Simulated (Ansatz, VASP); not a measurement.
Two plane-wave programs on GaCoC4N4

The input INCAR:

```
PREC     = Accurate       # precision mode
ENCUT    = 520            # plane-wave cutoff, eV
EDIFF    = 1E-6           # SCF threshold, eV
ISMEAR   = 0              # smearing method
SIGMA    = 0.1            # smearing width, eV
LREAL    = False          # projectors in reciprocal space
LASPH    = True           # aspherical terms in the spheres
NELM     = 150            # most SCF steps
ALGO     = Normal         # electronic algorithm
ISIF     = 2              # what is computed and relaxed
LWAVE    = False          # write WAVECAR
LCHARG   = False          # write CHGCAR
ISPIN    = 2              # spin polarisation
MAGMOM   = 0 3 0 0 0 0 0 0 0 0 # initial moments
LORBIT   = 11             # projections on sites
LMAXMIX  = 4              # l up to which the mixer works
GGA      = PE             # functional
NBANDS   = 44             # bands
```

Contents of KPOINTS:

```
Automatic mesh
0
Gamma
  4 4 4
```

Contents of POSCAR:

```
GaCoC4N4
1.0
    5.8566411300      0.0000000000      0.0000000000
    0.0000000000      5.8566411300      0.0000000000
    0.0000000000      0.0000000000      5.8566411300
Ga Co C N
1 1 4 4
Direct
    0.5000000000      0.5000000000      0.5000000000
    0.0000000000      0.0000000000      0.0000000000
    0.1889787100      0.1889787100      0.1889787100
    0.1889787100      0.8110212900      0.8110212900
    0.8110212900      0.1889787100      0.8110212900
    0.8110212900      0.8110212900      0.1889787100
    0.3043178200      0.3043178200      0.3043178200
    0.3043178200      0.6956821800      0.6956821800
    0.6956821800      0.3043178200      0.6956821800
    0.6956821800      0.6956821800      0.3043178200
```

Input for Ansatz:

```yaml
crystal:
  lattice:
    - [5.85664113, 0.0, 0.0]
    - [0.0, 5.85664113, 0.0]
    - [0.0, 0.0, 5.85664113]
  atoms:
    - { symbol: Ga, position: [0.5, 0.5, 0.5] }
    - { symbol: Co, position: [0.0, 0.0, 0.0], spin: 3.0 }
    - { symbol: C, position: [0.18897871, 0.18897871, 0.18897871] }
    - { symbol: C, position: [0.18897871, 0.81102129, 0.81102129] }
    - { symbol: C, position: [0.81102129, 0.18897871, 0.81102129] }
    - { symbol: C, position: [0.81102129, 0.81102129, 0.18897871] }
    - { symbol: "N", position: [0.30431782, 0.30431782, 0.30431782] }
    - { symbol: "N", position: [0.30431782, 0.69568218, 0.69568218] }
    - { symbol: "N", position: [0.69568218, 0.30431782, 0.69568218] }
    - { symbol: "N", position: [0.69568218, 0.69568218, 0.30431782] }
basis:
  ecutwfc: 420
kpoints:
  mp_grid: { grid: [4, 4, 4] }
hamiltonian:
  xc: pbe
scf:
  occupations: { method: gaussian, width: 0.1 }
  lower_state_search: "off"
output:
  forces: true
  stress: true
  eigenvalues: true
  populations: true
magnetization:
  spin_polarized: true
```

Alike in both runs: task single point; functional PBE; k mesh 4 × 4 × 4; occupations gaussian, width 0.1 eV; collinear spin.

|  | VASP | Ansatz |
| --- | --- | --- |
| version | VASP 6.6.1 | Ansatz 0.2.0 |
| potentials or method | VASP PAW PBE potentials, release 64 (Ga_d, Co, C, N), cutoff 520 eV | scalar-relativistic, plane waves, PAW |
| valence electrons in the cell | 58 | 66 |

```tsv
	VASP	Ansatz	Ansatz less VASP
gap on the k mesh at the Fermi level (eV)	none	none	-
pressure (GPa)	-2.6	-3.0	-0.42
rms of the force components (eV/Å)	1.116	0.944	-0.1718
net moment per atom (μB)	0.20	0.20	0.000
size of the moment on the site where the two differ most (μB)	1.63	1.46	-0.169
```

Site moments also hang on the region over which each program counts them. Atom by atom the forces differ by 0.178 eV/Å (rms over components). A gap of «none» marks a metal or a gap that the smearing closes. VASP's potentials hold 58 valence electrons a cell and Ansatz's 66, so a difference there can come from the potentials and not from the codes.

Noted on VASP's run: the standard files for N, O and F lose accuracy on very short bonds.
